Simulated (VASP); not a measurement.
# Ga2SnO4 (Fmmm) in VASP: relaxation of cell and atoms with PBE

Aim: the relaxation of cell and atoms of Ga2SnO4 with PBE.

Program: VASP 6.6.1. These are calculated values, not measurements. Logs are shortened: lines on timing, memory, paths and dates and some standing lists are left out, and cuts for length are marked.

**1. The cell of the first run**

Symmetry: Fmmm, No. 69, orthorhombic system. The conventional cell has a = 5.365 Å, b = 6.652 Å, c = 11.221 Å, α = 90.00°, β = 90.00°, γ = 90.00°. Ga (site symmetry 222) has 4 O at 1.78 Å within 2.4 Å. Within 2.8 Å of Sn (site symmetry mmm) lie 4 O at 2.10 Å. Within 2.4 Å of O (site symmetry m) lie 2 Ga at 1.78 Å and 2 O at 1.92 to 2.34 Å and 1 Sn at 2.10 Å.

The cell was built from a structure type or drawn by symmetry, and may not be a known phase.

**2. Relaxation of cell and atoms, PBE**

Input file INCAR:

```
ALGO = Normal
EDIFF = 1E-7
EDIFFG = -0.08
ENCUT = 910
GGA = PE
GGA_COMPAT = False
IBRION = 2
ISIF = 3
ISMEAR = 0
LASPH = True
LCHARG = False
LREAL = False
LWAVE = False
NELM = 120
NELMIN = 4
NSW = 36
PREC = Accurate
SIGMA = 0.15
```

Input file KPOINTS:

```
k-points
0
Gamma
  3 3 3
```

Input file POSCAR:

```
Ga2SnO4
1.0
    0.0000000000      3.3261010500      5.6104933700
    2.6826035000      0.0000000000      5.6104933700
    2.6826035000      3.3261010500      0.0000000000
Ga Sn O
2 1 4
Direct
    0.2500000000      0.2500000000      0.2500000000
    0.7500000000      0.7500000000      0.7500000000
    0.0000000000      0.0000000000      0.0000000000
    0.0225457200      0.3110201600      0.6889798400
    0.3110201600      0.0225457200      0.9774542800
    0.6889798400      0.9774542800      0.0225457200
    0.9774542800      0.6889798400      0.3110201600
```

Potentials or basis: VASP PAW PBE potentials, release 64 (Ga_d, Sn_d, O_h).

Launch:

```
> cat potpaw_PBE.64/Ga_d/POTCAR potpaw_PBE.64/Sn_d/POTCAR potpaw_PBE.64/O_h/POTCAR > POTCAR
> mpirun -np 1 vasp_std > vasp.out
```

OUTCAR:

```text
EDIFF = 1E-7
   EDIFFG = -0.08
   ENCUT = 910
   GGA = PE
   IBRION = 2
   ISIF = 3
   ISMEAR = 0
   LASPH = True
   LREAL = False
   NELM = 120
   NELMIN = 4
   NSW = 36
   PREC = Accurate

 ion  position               nearest neighbor table
   1  0.250  0.250  0.250-   5 1.78   7 1.78   6 1.78   4 1.78   2 2.68   2 2.68
   2  0.750  0.750  0.750-   4 1.78   6 1.78   5 1.78   7 1.78   1 2.68   1 2.68
   3  0.000  0.000  0.000-   4 2.10   5 2.10   6 2.10   7 2.10
   4  0.023  0.311  0.689-   2 1.78   1 1.78   3 2.10
   5  0.311  0.023  0.977-   1 1.78   2 1.78   3 2.10
   6  0.689  0.977  0.023-   2 1.78   1 1.78   3 2.10
   7  0.977  0.689  0.311-   1 1.78   2 1.78   3 2.10

  LATTYP: Found a face centered orthorhombic cell.
 ALAT       =     5.3652070000
 B/A-ratio  =     1.2398779954
 C/A-ratio  =     2.0914359390

  Lattice vectors:

 A1 = (   0.0000000000,   3.3261010500,   5.6104933700)
 A2 = (   2.6826035000,   0.0000000000,   5.6104933700)
 A3 = (   2.6826035000,   3.3261010500,   0.0000000000)

Analysis of symmetry for initial positions (statically):
=====================================================================
 Subroutine PRICEL returns:
 Original cell was already a primitive cell.

 Routine SETGRP: Setting up the symmetry group for a
 face centered orthorhombic supercell.

 Subroutine GETGRP returns: Found  8 space group operations
 (whereof  8 operations were pure point group operations)
 out of a pool of  8 trial point group operations.

The static configuration has the point symmetry D_2h.

Analysis of symmetry for dynamics (positions and initial velocities):
=====================================================================
 Subroutine PRICEL returns:
 Original cell was already a primitive cell.

 Routine SETGRP: Setting up the symmetry group for a
 face centered orthorhombic supercell.

 Subroutine GETGRP returns: Found  8 space group operations
 (whereof  8 operations were pure point group operations)
 out of a pool of  8 trial point group operations.

The dynamic configuration has the point symmetry D_2h.

 Subroutine INISYM returns: Found  8 space group operations
 (whereof  8 operations are pure point group operations),
 and found     1 'primitive' translations

----------------------------------------------------------------------------------------

                                     Primitive cell

  volume of cell :     100.1205

  direct lattice vectors                    reciprocal lattice vectors
     0.000000000  3.326101050  5.610493370    -0.186386098  0.150326160  0.089118722
     2.682603500  0.000000000  5.610493370     0.186386098 -0.150326160  0.089118722
     2.682603500  3.326101050  0.000000000     0.186386098  0.150326160 -0.089118722

  length of vectors
     6.522314317  6.218842126  4.273091356     0.255499274  0.255499274  0.255499274

  position of ions in fractional coordinates (direct lattice)
     0.250000000  0.250000000  0.250000000
     0.750000000  0.750000000  0.750000000
     0.000000000  0.000000000  0.000000000
     0.022545720  0.311020160  0.688979840
     0.311020160  0.022545720  0.977454280
     0.688979840  0.977454280  0.022545720
     0.977454280  0.688979840  0.311020160

  ion indices of the primitive-cell ions
   primitive index   ion index
                 1           1
                 2           2
                 3           3
                 4           4
                 5           5
                 6           6
                 7           7

----------------------------------------------------------------------------------------

 KPOINTS: k-points

Automatic generation of k-mesh.
 Grid dimensions read from file:
 generate k-points for:    3    3    3

 Generating k-lattice:

  Cartesian coordinates                     Fractional coordinates (reciprocal lattice)
    -0.062128699  0.050108720  0.029706241     0.333333333  0.000000000 -0.000000000
     0.062128699 -0.050108720  0.029706241     0.000000000  0.333333333  0.000000000
     0.062128699  0.050108720 -0.029706241    -0.000000000  0.000000000  0.333333333

  Length of vectors
     0.085166425  0.085166425  0.085166425

  Shift w.r.t. Gamma in fractional coordinates (k-lattice)
     0.000000000  0.000000000  0.000000000

 Subroutine IBZKPT returns following result:
 ===========================================

 Found      8 irreducible k-points:

 Following reciprocal coordinates:
            Coordinates               Weight
  0.000000  0.000000  0.000000      1.000000
  0.333333 -0.000000  0.000000      8.000000
  0.333333  0.333333  0.000000      2.000000
 -0.333333  0.333333  0.000000      4.000000
  0.333333  0.000000  0.333333      2.000000
 -0.333333  0.000000  0.333333      4.000000
  0.000000  0.333333  0.333333      2.000000
 -0.333333  0.333333  0.333333      4.000000
   k-points           NKPTS =      8   k-points in BZ     NKDIM =      8   number of bands    NBANDS=     38
   number of dos      NEDOS =    301   number of ions     NIONS =      7
   total plane-waves  NPLWV = 172032
   dimension x,y,z NGX =    64 NGY =   64 NGZ =   42
   dimension x,y,z NGXF=   128 NGYF=  128 NGZF=   84
   ions per type =               2   1   4
   NGX,Y,Z   is equivalent  to a cutoff of  16.31, 17.11, 16.34 a.u.
   NGXF,Y,Z  is equivalent  to a cutoff of  32.63, 34.22, 32.68 a.u.
 SYSTEM =  unknown system
   PREC   = accura    normal or accurate (medium, high low for compatibility)
   ISTART =      0    job   : 0-new  1-cont  2-samecut
   ICHARG =      2    charge: 1-file 2-atom 10-const
   ISPIN  =      1    spin polarized calculation?
   LNONCOLLINEAR =      F non collinear calculations
   LSORBIT =      F    spin-orbit coupling
   LASPH  =      T    aspherical Exc in radial PAW
   ENCUT  =  910.0 eV  66.88 Ry    8.18 a.u.  16.04 15.30 10.51*2*pi/ulx,y,z
   NELM   =    120;   NELMIN=  4; NELMDL= -5     # of ELM steps
   EDIFF  = 0.1E-06   stopping-criterion for ELM
   LREAL  =      F    real-space projection
   EDIFFG = -.8E-01   stopping-criterion for IOM
   NSW    =     36    number of steps for IOM
   IBRION =      2    ionic relax: 0-MD 1-quasi-New 2-CG
   NFREE  =      1    steps in history (QN), initial steepest desc. (CG)
   ISIF   =      3    stress and relaxation
   ISYM   =      2    0-nonsym 1-usesym 2-fastsym
   POTIM  = 0.5000    time-step for ionic-motion
   TEBEG  =    0.0;   TEEND  =   0.0 temperature during run
   PSTRESS=    0.0 pullay stress
   NELECT =      64.0000    total number of electrons
   NUPDOWN=      -1.0000    fix difference up-down
   EMIN   =  10.00;   EMAX   =-10.00  energy-range for DOS
   EFERMI =   0.00;   METHOD = LEGACY
   ISMEAR =     0;   SIGMA  =   0.15  broadening in eV -4-tet -1-fermi 0-gaus
   EFERMI_NEDOS =   21; number of points for ismear=-14 and -15
   IALGO  =     38    algorithm
   IMIX   =      4    mixing-type and parameters
     AMIX     =   0.40;   BMIX     =  1.00
     AMIX_MAG =   1.60;   BMIX_MAG =  1.00
  volume/ion in A,a.u.               =      14.30        96.52
  Fermi-wavevector in a.u.,A,eV,Ry     =   1.410243  2.664972 27.059052  1.988784
  Thomas-Fermi vector in A             =   2.532216
   LORBIT       =      0    0 simple, 1 ext, 2 COOP (PROOUT), +10 PAW based schemes
   GGA     = PE    functional components
   LHFCALC =     F    Hartree Fock is set to
   AEXX    =    0.0000 exact exchange contribution
   IVDW    =     0    specifies the selected vdW correction
   LEPSILON=     F    determine dielectric tensor
   LRPA    =     F    only Hartree local field effects (RPA)
 conjugate gradient relaxation of ions
 non-spin polarized calculation
 Gauss-broadening in eV      SIGMA  =   0.15
  energy-cutoff  :      910.00
  volume of cell :      100.12
 maximum number of plane-waves:      6273
   NGX = 33   NGY = 31   NGZ = 21

--------------------------------------- Ionic step        1  -------------------------------------------

 number of electron      64.0000003 magnetization

 Free energy of the ion-electron system (eV)
  ---------------------------------------------------
  ext. energy  EPLUGINS =         0.00000000
  ---------------------------------------------------
  free energy    TOTEN  =       -32.71675071 eV

  energy without entropy =      -32.70833355  energy(sigma->0) =      -32.71254213

 E-fermi :   5.8269     XC(G=0): -10.0292

 val. band max:        5.7054534780   @ k =   0.0000   0.3333   0.3333
 cond. band min:       5.9392714534   @ k =   0.3333   0.0000   0.3333
 fundamental gap:      0.2338179754
 Fermi energy:         5.8268658707

 k-point     1 :       0.0000    0.0000    0.0000
  band No.  band energies     occupation
      1     -16.8697      2.00000
      2     -16.0956      2.00000
      3     -15.9231      2.00000
      4     -15.8757      2.00000
      5     -15.8232      2.00000
      6     -15.2247      2.00000
[... 433 lines left out ...]
  FREE ENERGIE OF THE ION-ELECTRON SYSTEM (eV)
  ---------------------------------------------------
  free  energy   TOTEN  =       -37.8422996806 eV

  energy  without entropy=      -37.8422993762  energy(sigma->0) =      -37.84229953

[... ionic steps 4 to 12 ...]

--------------------------------------- Ionic step       13  -------------------------------------------

 number of electron      64.0000002 magnetization

------------------------ aborting loop because EDIFF is reached ----------------------------------------

  FORCE on cell =-STRESS in cart. coord.  units (eV):
  Direction    XX          YY          ZZ          XY          YZ          ZX
  --------------------------------------------------------------------------------------
  -------------------------------------------------------------------------------------
  Total       -0.6177478     -0.3676515      0.2687734     -0.0000000      0.0000000      0.0000000
  in kB       -7.6454994     -4.5502047      3.3264494     -0.0000000      0.0000000      0.0000000
  external PRESSURE =      -2.9564182 kB  Pullay stress =       0.0000000 kB
[... 67 lines left out ...]
  energy  without entropy=      -38.3334119665  energy(sigma->0) =      -38.33341266

--------------------------------------- Ionic step       15  -------------------------------------------

 number of electron      64.0000005 magnetization

 Free energy of the ion-electron system (eV)
  ---------------------------------------------------
  ext. energy  EPLUGINS =         0.00000000
  ---------------------------------------------------
  free energy    TOTEN  =       -38.33783996 eV

  energy without entropy =      -38.33783913  energy(sigma->0) =      -38.33783955

 E-fermi :   3.4007     XC(G=0):  -8.6712

 val. band max:        2.9192871419   @ k =  -0.3333   0.0000   0.3333
 cond. band min:       3.8664026395   @ k =   0.0000   0.3333   0.3333
 fundamental gap:      0.9471154976
 Fermi energy:         3.4007179845

 k-point     1 :       0.0000    0.0000    0.0000
  band No.  band energies     occupation
      1     -18.4412      2.00000
      2     -18.3455      2.00000
      3     -18.2872      2.00000
      4     -18.2804      2.00000
      5     -18.1350      2.00000
      6     -16.4823      2.00000
[... 351 lines left out ...]
  FREE ENERGIE OF THE ION-ELECTRON SYSTEM (eV)
  ---------------------------------------------------
  free  energy   TOTEN  =       -38.3378399622 eV

  energy  without entropy=      -38.3378391323  energy(sigma->0) =      -38.33783955

 reached required accuracy - stopping structural energy minimisation
```

Run time: 18 min. Hardware: 1 thread of Intel Xeon Platinum 8559C (Emerald Rapids), shared host; peak memory 0.5 GiB.

Results:

```
Free energy                           : -38.3378 eV
Relaxed volume                        : 18.45 Å³/atom
Relaxed cell                          : a = 7.118 Å, b = 6.522 Å, c = 4.828 Å, α = 76.06°, β = 62.78°, γ = 41.17°
Space group after relaxing (to 0.1 Å) : Fmmm (No. 69)
Energy gained by relaxing             : 803.0 meV/atom
Ionic steps                           : 15
Pressure after relaxing               : -0.1 GPa
Largest force after relaxing          : 0.056 eV/Å
Band gap on the k mesh                : 0.95 eV (least direct gap 1.20 eV)
```

Forces on the atoms (eV/Å):
```
Ga   0.000  0.000  0.000
Ga   0.000  0.000  0.000
Sn   0.000  0.000  0.000
O    0.000  0.006 -0.056
O    0.000 -0.006 -0.056
O    0.000  0.006  0.056
O    0.000 -0.006  0.056
```

The path:
```
step  energy change (eV)  largest force (eV/Å)  pressure (GPa)  volume (Å³)
   1              0.0000                4.7046           42.26       100.12
   2             -3.0783                0.8593          -19.69       164.65
   3             -5.1255                0.8100           -4.20       134.49
   4             -5.1276                0.8397           -3.63       133.74
   5             -5.4512                1.0731            2.42       128.59
   6             -5.4524                1.0273            2.08       128.84
   7             -5.5780                0.1655           -1.00       130.77
   8             -5.5782                0.1579           -1.12       130.84
   9             -5.5999                0.1427            0.34       128.96
  10             -5.6002                0.1419            0.55       128.69
  11             -5.6067                0.1550           -0.12       129.29
  12             -5.6076                0.1702           -0.46       129.61
  13             -5.6124                0.0951           -0.30       129.45
  14             -5.6167                0.1255            0.09       129.13
  15             -5.6211                0.0562           -0.15       129.12
```

Final structure:
```
Ga Sn O
1.0
     0.00000    3.96468    5.91147
     2.75451    0.00000    5.91147
     2.75451    3.96468    0.00000
Ga Sn O
2 1 4
Direct
  0.25000 0.25000 0.25000
  0.75000 0.75000 0.75000
  0.00000 0.00000 0.00000
  0.97459 0.33037 0.66963
  0.33037 0.97459 0.02541
  0.66963 0.02541 0.97459
  0.02541 0.66963 0.33037
```

Caveat: the k points lie up to 0.50 Å⁻¹ apart in the final cell; the cutoff is under 1.25 times the usual one of these potentials, so pressure, stress and relaxed cells hold a basis-set (Pulay) error; the volume moved by over 15 % at a fixed basis, so the end points are rough; spin-orbit coupling is left out, which moves the levels of the heavy elements; an odd mesh through Γ misses points on the zone boundary, where band edges can lie; the relaxation stopped at a loose force limit of 0.08 eV/Å, so its end isn't a converged minimum.
